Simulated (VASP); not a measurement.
A run of VASP 6.6.1:

The input INCAR:

```
SYSTEM = FeSi2
PREC = Accurate ; ENCUT = 520
EDIFF = 1E-7 ; ISMEAR = -1
SIGMA = 0.15 ; LREAL = .FALSE.
LASPH = .TRUE. ; NELM = 60
ALGO = Normal ; ISIF = 2
LWAVE = .FALSE. ; LCHARG = .FALSE.
NBANDS = 15
```

KPOINTS

```
regular mesh
0
G
  16 16 8
  0 0 0
```

POSCAR

```
FeSi2
1.0
    2.6822591089      0.0000000000      0.0000000000
    0.0000000000      2.6822591089      0.0000000000
    0.0000000000      0.0000000000      5.0892186626
Fe Si
1 2
Direct
    0.0000000000      0.0000000000      0.0000000000
    0.5000000000      0.5000000000      0.2703587787
    0.5000000000      0.5000000000      0.7296412213
```

Potentials or basis: VASP PAW LDA potentials, release 64 (Fe, Si).

Run with:

```bash
$ cat potpaw_LDA.64/Fe/POTCAR potpaw_LDA.64/Si/POTCAR > POTCAR
$ mpirun -np 1 vasp_std > vasp.out
```

Hardware: 1 thread of Intel(R) Xeon(R) Platinum 8488C (Sapphire Rapids), with other jobs on the host.

Question: Estimate the wall time of this run.

Answer: It took 78 s on 1 thread of Intel(R) Xeon(R) Platinum 8488C (Sapphire Rapids) (shared host), peak memory 0.23 GiB. Counts: scf iterations 15, k points 225.
